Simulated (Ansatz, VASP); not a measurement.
# One calculation of C, two programs

```
CELL_PARAMETERS angstrom
3.45995 0.00000 0.00000
0.00000 3.45995 0.00000
0.00000 0.00000 2.35402
ATOMIC_POSITIONS crystal
C 0.28767 0.00000 0.00000
C 0.71233 0.00000 0.00000
C 0.00000 0.28767 0.50000
C 0.00000 0.71233 0.50000
```

Alike in both runs: functional PBE; k mesh 6 × 6 × 6; occupations gaussian, width 0.1 eV; no spin polarisation.

Ansatz relaxed the structure, and its values are those at the end. VASP's run is a single point on that final structure, the one shown.

```csv
,VASP,Ansatz
version,VASP 6.6.1,Ansatz 0.2.0
potentials or method,"VASP PAW PBE potentials, release 64 (C), cutoff 600 eV","scalar-relativistic, plane waves, PAW"
valence electrons in the cell,16,16
```

```csv
,VASP,Ansatz,Ansatz less VASP
gap on the k mesh at the Fermi level (eV),none,none,-
pressure (GPa),-0.2,-0.1,+0.04
rms of the force components (eV/Å),0.016,0.000,-0.0157
```

A gap of «none» marks a metal or a gap that the smearing closes.

The k mesh is coarse, so the values compare programs but aren't converged.
